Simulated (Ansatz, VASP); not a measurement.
ZnCu: VASP beside Ansatz

INCAR

```
SYSTEM = ZnCu
ALGO     = Normal         ! electronic algorithm
EDIFF    = 1E-6           ! SCF threshold, eV
ENCUT    = 600            ! plane-wave cutoff, eV
GGA      = PE             ! functional
GGA_COMPAT= .FALSE.      
ISIF     = 2              ! what is computed and relaxed
ISMEAR   = 1              ! smearing method
LASPH    = .TRUE.         ! aspherical terms in the spheres
LCHARG   = .TRUE.         ! write CHGCAR
LELF     = .TRUE.         ! ELF
LREAL    = .FALSE.        ! projectors in reciprocal space
LVHAR    = .TRUE.       
LWAVE    = .FALSE.        ! write WAVECAR
NBANDS   = 18             ! bands
NELM     = 120            ! most SCF steps
PREC     = Accurate       ! precision mode
SIGMA    = 0.013          ! smearing width, eV
```

File KPOINTS:

```
k-points
0
G
  6 6 6
  0 0 0
```

POSCAR

```
ZnCu
1.0
    2.9205539200      0.0000000000      0.0000000000
    0.0000000000      2.9205539200      0.0000000000
    0.0000000000      0.0000000000      2.9205539200
Zn Cu
1 1
Direct
    0.5000000000      0.5000000000      0.5000000000
    0.0000000000      0.0000000000      0.0000000000
```

Input for Ansatz:

```yaml
crystal:
  lattice:
    - [2.92055392, 0.0, 0.0]
    - [0.0, 2.92055392, 0.0]
    - [0.0, 0.0, 2.92055392]
  atoms:
    - { symbol: Zn, position: [0.5, 0.5, 0.5] }
    - { symbol: Cu, position: [0.0, 0.0, 0.0] }
basis: {}
kpoints:
  mp_grid: { grid: [6, 6, 6] }
hamiltonian:
  xc: pbe
  pseudopotentials: { kind: nc }
scf:
  occupations: { method: methfessel_paxton, width: 0.013 }
output:
  forces: true
  stress: true
  eigenvalues: true
```

Alike in both runs: task single point; functional PBE; k mesh 6 × 6 × 6; occupations methfessel-paxton of order 1, width 0.013 eV; no spin polarisation.

|  | VASP | Ansatz |
| --- | --- | --- |
| version | VASP 6.6.1 | Ansatz 0.2.0 |
| potentials or method | VASP PAW PBE potentials, release 64 (Zn, Cu) | scalar-relativistic, plane waves, norm-conserving potentials |
| plane-wave cutoff (eV) | 600 | 1252 |
| valence electrons in the cell | 23 | 39 |

Ansatz gave:

- gap on the k mesh at the Fermi level (eV): none
- pressure (GPa): 6.7

**Question.** What did VASP give for the same quantities?

**Answer.** gap on the k mesh at the Fermi level (eV): none; pressure (GPa): 7.2.

A gap of «none» marks a metal or a gap that the smearing closes. VASP's potentials hold 23 valence electrons a cell and Ansatz's 39, so a difference there can come from the potentials and not from the codes.
